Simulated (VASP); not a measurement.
Cr:

```
Cr
1.0
     2.88400    0.00000    0.00000
     0.00000    2.88400    0.00000
     0.00000    0.00000    2.88400
Cr
2
Direct
  0.00000 0.00000 0.00000
  0.50000 0.50000 0.50000
```

```yaml
Program: VASP 6.6.1
Task: relaxation of volume and atoms at fixed shape
Functional: PBE
Potentials_or_basis: VASP PAW PBE potentials, release 64 (Cr_pv)
Cutoff: 600 eV
k_mesh: 18 × 18 × 18
Occupations: methfessel-paxton, width 0.1 eV
Spin: no spin polarisation
```

At the start: pressure -9.5 GPa; volume 11.99 Å³/atom.

Task: Where does the relaxation end?

Result: Over 6 steps the energy falls by 14.4 meV/atom and the volume is 11.53 Å³/atom (-3.9 %); space group Im-3m (No. 229, to 0.05 Å).

The path:
| step | energy change (eV) | largest force (eV/Å) | pressure (GPa) | volume (Å³) |
| --- | --- | --- | --- | --- |
| 1 | 0.0000 | 0.0000 | -9.49 | 23.99 |
| 2 | 0.0525 | 0.0000 | 19.18 | 21.60 |
| 3 | -0.0289 | 0.0000 | -0.33 | 23.06 |
| 4 | -0.0289 | 0.0000 | 0.24 | 23.04 |
| 5 | -0.0288 | 0.0000 | -0.61 | 23.09 |
| 6 | -0.0289 | 0.0000 | 0.08 | 23.05 |

Final structure:
```xyz
2
Lattice="2.8460 0.0000 0.0000 0.0000 2.8460 0.0000 0.0000 0.0000 2.8460" Properties=species:S:1:pos:R:3 pbc="T T T"
Cr    0.0000    0.0000    0.0000
Cr    1.4230    1.4230    1.4230
```

Caveat: the run has no spin polarisation, though such a crystal can be magnetic.
